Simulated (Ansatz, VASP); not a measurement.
This is a calculation of MnSb for VASP 6.6.1.

Contents of INCAR:

```
ALGO     = Normal         # electronic algorithm
EDIFF    = 1E-6           # SCF threshold, eV
ENCUT    = 680            # plane-wave cutoff, eV
GGA      = PE             # functional
GGA_COMPAT= False        
ISIF     = 2              # what is computed and relaxed
ISMEAR   = -1             # smearing method
ISPIN    = 2              # spin polarisation
LASPH    = True           # aspherical terms in the spheres
LCHARG   = False          # write CHGCAR
LMAXMIX  = 4              # l up to which the mixer works
LORBIT   = 11             # projections on sites
LREAL    = False          # projectors in reciprocal space
LWAVE    = False          # write WAVECAR
MAGMOM   = 0 6            # initial moments
NBANDS   = 26             # bands
NELM     = 200            # most SCF steps
NUPDOWN  = 6.0            # fixed moment
PREC     = Accurate       # precision mode
SIGMA    = 0.05           # smearing width, eV
```

File KPOINTS:

```
k-points
0
Gamma
  7 7 7
```

File POSCAR:

```
MnSb
1.0
    0.0000000000      2.7950160000      2.7950160000
    2.7950160000      0.0000000000      2.7950160000
    2.7950160000      2.7950160000      0.0000000000
Sb Mn
1 1
Direct
    0.5000000000      0.5000000000      0.5000000000
    0.0000000000      0.0000000000      0.0000000000
```

Potentials or basis: VASP PAW PBE potentials, release 64 (Sb_d_GW, Mn_sv).

Launch:

```sh
$ cat potpaw_PBE.64/Sb_d_GW/POTCAR potpaw_PBE.64/Mn_sv/POTCAR > POTCAR
$ mpirun -np 1 vasp_std > vasp.out
```

Set up the same calculation for Ansatz 0.2.0. Potentials there: Ansatz PAW.

As run (the cutoff follows the program's own potentials):

input.yaml

```yaml
crystal:
  lattice:
    - [0.0, 2.795016, 2.795016]
    - [2.795016, 0.0, 2.795016]
    - [2.795016, 2.795016, 0.0]
  atoms:
    - { symbol: Sb, position: [0.5, 0.5, 0.5] }
    - { symbol: Mn, position: [0.0, 0.0, 0.0], spin: 6.0 }
hamiltonian:
  xc: pbe
  pseudopotentials: { kind: paw }
magnetization:
  spin_polarized: true
  initial_magnetization: 6.0
  spin_locking: { lock_magnetization: hard }
kpoints:
  mp_grid: { grid: [7, 7, 7] }
scf:
  occupations: { method: fermi_dirac, width: 0.05 }
  lower_state_search: "off"
output:
  forces: true
  stress: true
  eigenvalues: true
```

Potentials or basis: Ansatz PAW.

Command:

```console
$ ansatz run input.yaml --threads 2 --pin off --max-ram 5632MiB --backend cpu --events-out ev --progress --plain --runs-dir out
```

Both were run:

|  | VASP | Ansatz | Ansatz less VASP |
| --- | --- | --- | --- |
| pressure (GPa) | 16.1 | 16.3 | +0.24 |
| net moment per atom (μB) | 3.00 | 3.00 | 0.000 |
| size of the moment on the site where the two differ most (μB) | 4.20 | 4.57 | +0.371 |

Site moments also hang on the region over which each program counts them. The functional is the same, so the differences come from potentials, cutoffs and numerics.

Neither program's run includes spin-orbit coupling.
